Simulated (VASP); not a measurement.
# Hf (Pm-3m) in VASP: further runs

The runs below take Hf through relaxation of cell and atoms, with PBE.

All numbers are computed with VASP 6.6.1; they aren't measurements. Logs are shortened: lines on timing, memory, paths and dates and some standing lists are left out, and cuts for length are marked.

## 1. The cell of the first run

Symmetry: Pm-3m, No. 221, cubic system. Conventional cell: a = 2.384 Å, b = 2.384 Å, c = 2.384 Å, α = 90.00°, β = 90.00°, γ = 90.00°. Hf (site symmetry m-3m) has 6 Hf at 2.38 Å within 3.1 Å.

## 2. Relaxation of cell and atoms, PBE, target pressure 140 GPa, at which the enthalpy is minimised

INCAR reads:

```
ALGO     = Normal         # electronic algorithm
EDIFF    = 1E-6           # SCF threshold, eV
EDIFFG   = -0.005         # ionic threshold
ENCUT    = 600            # plane-wave cutoff, eV
GGA      = PE             # functional
IBRION   = 2              # ionic algorithm
ISIF     = 3              # what is computed and relaxed
ISMEAR   = -1             # smearing method
LASPH    = T              # aspherical terms in the spheres
LCHARG   = F              # write CHGCAR
LREAL    = F              # projectors in reciprocal space
LWAVE    = F              # write WAVECAR
NELM     = 60             # most SCF steps
NSW      = 60             # ionic steps
PREC     = Accurate       # precision mode
PSTRESS  = 1400.0       
SIGMA    = 0.08           # smearing width, eV
```

KPOINTS reads:

```
k-points
0
Gamma
  16 16 16
```

POSCAR reads:

```
Hf
1.0
    2.3844611614      0.0000000000      0.0000000000
    0.0000000000      2.3844611614      0.0000000000
    0.0000000000      0.0000000000      2.3844611614
Hf
1
Direct
    0.0000000000      0.0000000000      0.0000000000
```

Potentials or basis: VASP PAW PBE potentials, release 64 (Hf_pv).

Launch:

```console
$ cat potpaw_PBE.64/Hf_pv/POTCAR > POTCAR
$ mpirun -np 1 vasp_std > vasp.out
```

OUTCAR:

```text
EDIFF = 1E-6
   EDIFFG = -0.005
   ENCUT = 600
   GGA = PE
   IBRION = 2
   ISIF = 3
   ISMEAR = -1
   LASPH = T
   LREAL = F
   NELM = 60
   NSW = 60
   PREC = Accurate
   PSTRESS = 1400.0

 ion  position               nearest neighbor table
   1  0.000  0.000  0.000-

  LATTYP: Found a simple cubic cell.
 ALAT       =     2.3844611614

  Lattice vectors:

 A1 = (   2.3844611614,   0.0000000000,   0.0000000000)
 A2 = (   0.0000000000,   2.3844611614,   0.0000000000)
 A3 = (   0.0000000000,   0.0000000000,   2.3844611614)

Analysis of symmetry for initial positions (statically):
=====================================================================
 Subroutine PRICEL returns:
 Original cell was already a primitive cell.

 Routine SETGRP: Setting up the symmetry group for a
 simple cubic supercell.

 Subroutine GETGRP returns: Found 48 space group operations
 (whereof 48 operations were pure point group operations)
 out of a pool of 48 trial point group operations.

The static configuration has the point symmetry O_h .

Analysis of symmetry for dynamics (positions and initial velocities):
=====================================================================
 Subroutine PRICEL returns:
 Original cell was already a primitive cell.

 Routine SETGRP: Setting up the symmetry group for a
 simple cubic supercell.

 Subroutine GETGRP returns: Found 48 space group operations
 (whereof 48 operations were pure point group operations)
 out of a pool of 48 trial point group operations.

The dynamic configuration has the point symmetry O_h .

 Subroutine INISYM returns: Found 48 space group operations
 (whereof 48 operations are pure point group operations),
 and found     1 'primitive' translations

----------------------------------------------------------------------------------------

                                     Primitive cell

  volume of cell :      13.5572

  direct lattice vectors                    reciprocal lattice vectors
     2.384461161  0.000000000  0.000000000     0.419381962  0.000000000  0.000000000
     0.000000000  2.384461161  0.000000000     0.000000000  0.419381962  0.000000000
     0.000000000  0.000000000  2.384461161     0.000000000  0.000000000  0.419381962

  length of vectors
     2.384461161  2.384461161  2.384461161     0.419381962  0.419381962  0.419381962

[... 91 lines left out ...]
   EMIN   =  10.00;   EMAX   =-10.00  energy-range for DOS
   EFERMI =   0.00;   METHOD = LEGACY
   ISMEAR =    -1;   SIGMA  =   0.08  broadening in eV -4-tet -1-fermi 0-gaus
   EFERMI_NEDOS =   21; number of points for ismear=-14 and -15
   IALGO  =     38    algorithm
   IMIX   =      4    mixing-type and parameters
     AMIX     =   0.40;   BMIX     =  1.00
     AMIX_MAG =   1.60;   BMIX_MAG =  1.00
  volume/ion in A,a.u.               =      13.56        91.49
  Fermi-wavevector in a.u.,A,eV,Ry     =   1.479169  2.795225 29.768759  2.187942
  Thomas-Fermi vector in A             =   2.593360
   LORBIT       =      0    0 simple, 1 ext, 2 COOP (PROOUT), +10 PAW based schemes
   GGA     = PE    functional components
   LHFCALC =     F    Hartree Fock is set to
   AEXX    =    0.0000 exact exchange contribution
   IVDW    =     0    specifies the selected vdW correction
   LEPSILON=     F    determine dielectric tensor
   LRPA    =     F    only Hartree local field effects (RPA)
 conjugate gradient relaxation of ions
 non-spin polarized calculation
  energy-cutoff  :      600.00
  volume of cell :       13.56
 maximum number of plane-waves:       468
 NGX is ok and might be reduce to    20
   NGX =  9   NGY =  9   NGZ =  9

--------------------------------------- Ionic step        1  -------------------------------------------

 number of electron      10.0000000 magnetization

 number of electron       9.9999998 magnetization

 Free energy of the ion-electron system (eV)
  ---------------------------------------------------
  ext. energy  EPLUGINS =         0.00000000
  ---------------------------------------------------
  free energy    TOTEN  =        -5.99745399 eV

  energy without entropy =       -5.98417278  energy(sigma->0) =       -5.99081339

------------------------ aborting loop because EDIFF is reached ----------------------------------------

  FORCE on cell =-STRESS in cart. coord.  units (eV):
  Direction    XX          YY          ZZ          XY          YZ          ZX
  --------------------------------------------------------------------------------------
  -------------------------------------------------------------------------------------
  Total       11.6033368     11.6033368     11.6033368     -0.0000000     -0.0000000      0.0000000
  in kB     1371.2691969   1371.2691969   1371.2691969     -0.0000000     -0.0000000      0.0000000
  external PRESSURE =     -28.7308031 kB  Pullay stress =    1400.0000000 kB
[... 61 lines left out ...]
--------------------------------------- Ionic step        3  -------------------------------------------

 number of electron       9.9999998 magnetization

 Free energy of the ion-electron system (eV)
  ---------------------------------------------------
  ext. energy  EPLUGINS =         0.00000000
  ---------------------------------------------------
  free energy    TOTEN  =        -5.93354409 eV

  energy without entropy =       -5.92015675  energy(sigma->0) =       -5.92685042

 E-fermi :   8.6106     XC(G=0): -13.7373

 val. band max:        8.5808253869   @ k =   0.4375   0.4375   0.0625
 cond. band min:       8.6673696674   @ k =   0.4375   0.2500   0.1875
 fundamental gap:      0.0865442806
 Fermi energy:         8.6105665992

 k-point     1 :       0.0000    0.0000    0.0000
  band No.  band energies     occupation
      1     -19.4979      2.00000
      2     -19.4979      2.00000
      3     -19.4979      2.00000
      4       0.8032      2.00000
      5       4.8640      2.00000
      6       4.8640      2.00000
      7      20.4746      0.00000
      8      20.4746      0.00000
      9      20.4746      0.00000
[... 265 lines left out ...]
 k-point    24 :       0.5000    0.1250    0.0000
  band No.  band energies     occupation
      1     -24.0631      2.00000
      2     -19.7709      2.00000
      3     -18.9305      2.00000
      4       6.2236      2.00000
      5       7.9039      1.99971
      6       7.9979      1.99906
      7      13.0131      0.00000
      8      14.5328      0.00000
      9      19.9261      0.00000

 [... further k-points ...]

------------------------ aborting loop because EDIFF is reached ----------------------------------------

  FORCE on cell =-STRESS in cart. coord.  units (eV):
  Direction    XX          YY          ZZ          XY          YZ          ZX
  --------------------------------------------------------------------------------------
  -------------------------------------------------------------------------------------
  Total       11.7786463     11.7786463     11.7786463      0.0000000      0.0000000     -0.0000000
  in kB     1399.6183694   1399.6183694   1399.6183694      0.0000000      0.0000000     -0.0000000
  external PRESSURE =      -0.3816306 kB  Pullay stress =    1400.0000000 kB
[... 20 lines left out ...]
  energy  without entropy=       -5.9201567496  energy(sigma->0) =       -5.92685042

  enthalpy is  TOTEN    =         5.8483138228 eV   P V=       11.7818579104

 reached required accuracy - stopping structural energy minimisation
```

OSZICAR:

```text
N       E                     dE             d eps       ncg     rms          rms(c)
DAV:   1     0.150061344216E+02    0.15006E+02   -0.68206E+03  3018   0.124E+03
DAV:   2    -0.587378699074E+01   -0.20880E+02   -0.19796E+02  4222   0.159E+02
DAV:   3    -0.615179236385E+01   -0.27801E+00   -0.26807E+00  3513   0.129E+01
[... 20 lines left out ...]
DAV:   2    -0.594220169092E+01    0.28700E-01   -0.40267E-02  3057   0.205E+00    0.159E+00
DAV:   3    -0.593351765012E+01    0.86840E-02   -0.26369E-02  3036   0.147E+00    0.552E-01
DAV:   4    -0.593356285044E+01   -0.45200E-04   -0.73351E-04  3511   0.209E-01    0.698E-02
DAV:   5    -0.593354255599E+01    0.20294E-04   -0.66052E-05  3104   0.733E-02    0.399E-02
DAV:   6    -0.593354427142E+01   -0.17154E-05   -0.27663E-06  3517   0.157E-02    0.795E-03
DAV:   7    -0.593354408760E+01    0.18382E-06   -0.34183E-08  1539   0.179E-03
   3 F= 0.58483138E+01 E0= 0.58550075E+01  d E =-.681813E-03
```

CONTCAR:

```text
Hf
   1.00000000000000
     2.3801195733068967    0.0000000000000000    0.0000000000000000
    -0.0000000000000000    2.3801195733068967    0.0000000000000000
    -0.0000000000000000   -0.0000000000000000    2.3801195733068967
  Hf
     1
Direct
     0.0000000000000000    0.0000000000000000    0.0000000000000000

  0.00000000E+00  0.00000000E+00  0.00000000E+00
```

It took 27 s on 1 thread of Intel Xeon Platinum 8488C (Sapphire Rapids), shared host; peak memory 0.15 GiB.

What came out:

| Quantity | Value |
| --- | --- |
| Free energy | -5.9335 eV |
| Relaxed volume | 13.48 Å³/atom |
| Relaxed cell | a = 2.380 Å, b = 2.380 Å, c = 2.380 Å, α = 90.00°, β = 90.00°, γ = 90.00° |
| Space group after relaxing (to 0.05 Å) | Pm-3m (No. 221) |
| Energy change on relaxing (the enthalpy is what falls) | +63.9 meV/atom |
| Ionic steps | 3 |
| Pressure after relaxing | 140.0 GPa |
| Band gap on the k mesh | zero (band 5 reaches 10.15 eV, above the bottom of band 6 at 4.46 eV) |

The path:
| step | energy change (eV) | largest force (eV/Å) | pressure (GPa) | volume (Å³) |
| --- | --- | --- | --- | --- |
| 1 | 0.0000 | 0.0000 | 137.13 | 13.56 |
| 2 | 0.4311 | 0.0000 | 156.39 | 13.09 |
| 3 | 0.0639 | 0.0000 | 139.96 | 13.48 |

Final structure:
```
CELL_PARAMETERS angstrom
2.38012 0.00000 0.00000
0.00000 2.38012 0.00000
0.00000 0.00000 2.38012
ATOMIC_POSITIONS crystal
Hf 0.00000 0.00000 0.00000
```

Caveat: the cell is relaxed towards a set pressure, so the enthalpy falls and the energy may rise; spin-orbit coupling is left out, which moves the levels of the heavy elements.

## 3. Relaxation of cell and atoms, PBE, target pressure 140 GPa, at which the enthalpy is minimised

INCAR reads:

```
SYSTEM = Hf
  PREC = Accurate
  ENCUT = 600
  EDIFF = 1E-6
  ISMEAR = -1
  SIGMA = 0.08
  LREAL = .FALSE.
  LASPH = .TRUE.
  NELM = 100
  ALGO = Normal
  ISIF = 3
  LWAVE = .FALSE.
  LCHARG = .FALSE.
  GGA = PE
  IBRION = 2
  NSW = 32
  EDIFFG = -0.005
  PSTRESS = 1400.0
```

KPOINTS reads:

```
Automatic mesh
0
G
  16 16 16
  0 0 0
```

POSCAR reads:

```
Hf
1.0
    2.3848093346      0.0000000000      0.0000000000
    0.0000000000      2.3848093346      0.0000000000
    0.0000000000      0.0000000000      2.3848093346
Hf
1
Direct
    0.0000000000      0.0000000000      0.0000000000
```

Potentials or basis: VASP PAW PBE potentials, release 64 (Hf_pv).

Launch:

```console
$ cat potpaw_PBE.64/Hf_pv/POTCAR > POTCAR
$ mpirun -np 1 vasp_std > vasp.out
```

Wall time 23 s (1 thread of Intel Xeon Platinum 8488C (Sapphire Rapids), shared host); peak memory 0.15 GiB.

It converged, with:

* Free energy: -5.9337 eV
* Relaxed volume: 13.48 Å³/atom
* Relaxed cell: a = 2.380 Å, b = 2.380 Å, c = 2.380 Å, α = 90.00°, β = 90.00°, γ = 90.00°
* Space group after relaxing (to 0.05 Å): Pm-3m (No. 221)
* Energy change on relaxing (the enthalpy is what falls): +68.8 meV/atom
* Ionic steps: 3
* Pressure after relaxing: 140.0 GPa
* Band gap on the k mesh: zero (band 5 reaches 10.15 eV, above the bottom of band 6 at 4.46 eV)

The path:
| step | energy change (eV) | largest force (eV/Å) | pressure (GPa) | volume (Å³) |
| --- | --- | --- | --- | --- |
| 1 | 0.0000 | 0.0000 | 136.90 | 13.56 |
| 2 | 0.4666 | 0.0000 | 157.76 | 13.05 |
| 3 | 0.0688 | 0.0000 | 139.95 | 13.48 |

Final structure:
```yaml
crystal:
  lattice:
    - [2.38013, 0.00000, 0.00000]
    - [0.00000, 2.38013, 0.00000]
    - [0.00000, 0.00000, 2.38013]
  atoms:
    - { symbol: Hf, position: [0.00000, 0.00000, 0.00000] }
```

Levels at points of the mesh, in eV from the Fermi level:
```tsv
k point	band 3	band 4	band 5	band 6	band 7	band 8
(0.00, 0.00, 0.00)	-28.11	-7.81	-3.75	-3.75	11.86	11.86
(0.50, 0.00, 0.00)	-27.61	-3.07	-1.92	1.90	4.19	4.19
(0.50, 0.50, 0.00)	-27.14	-7.05	-0.24	5.89	5.89	9.57
(0.50, 0.50, 0.50)	-31.24	-4.15	-4.15	-4.15	6.53	14.41
```

Caveat: the cell is relaxed towards a set pressure, so the enthalpy falls and the energy may rise; spin-orbit coupling is left out, which moves the levels of the heavy elements.
